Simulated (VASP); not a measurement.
A run of VASP 6.6.1 is set up as follows.

The input INCAR:

```
  PREC = Accurate
  ENCUT = 520
  EDIFF = 1E-6
  ISMEAR = -1
  SIGMA = 0.02
  LREAL = F
  LASPH = T
  NELM = 100
  ALGO = Normal
  ISIF = 2
  LWAVE = F
  LCHARG = F
  GGA = PE
  NBANDS = 31
```

File KPOINTS:

```
regular mesh
0
Gamma
  12 12 4
```

File POSCAR:

```
AlGa2P3
1.0
    3.8613787749      0.0000000000      0.0000000000
   -1.9306893874      3.3440521127      0.0000000000
    0.0000000000      0.0000000000      9.4588095150
Al Ga P
1 2 3
Direct
    0.0000000000      0.0000000000     -0.0003012040
    0.6666666667      0.3333333333      0.6662995613
    0.3333333333      0.6666666667      0.3338614981
    0.6666666667      0.3333333333      0.9166244687
    0.3333333333      0.6666666667      0.5832781658
    0.0000000000      0.0000000000      0.2502375099
```

Potentials or basis: VASP PAW PBE potentials, release 64 (Al, Ga_d, P).

The run is started by

```bash
$ cat potpaw_PBE.64/Al/POTCAR potpaw_PBE.64/Ga_d/POTCAR potpaw_PBE.64/P/POTCAR > POTCAR
$ mpirun -np 1 vasp_std > vasp.out
```

**Question.** Estimate the pressure.

**Answer.** 2.0 GPa.

**Question.** Predict the band gap on the k mesh.

**Answer.** 1.60 eV, indirect (least direct gap 1.92 eV).

**Question.** What does it give for the largest force?

**Answer.** 0.069 eV/Å.

Forces in eV/Å, atoms in the order of the input:
```
Al   0.000  0.000  0.017
Ga   0.000  0.000 -0.001
Ga   0.000  0.000 -0.015
P    0.000  0.000  0.060
P    0.000  0.000  0.007
P    0.000  0.000 -0.069
```

A k mesh can miss the band edges. A hybrid or GW would open this gap; PBE tends to underestimate it.
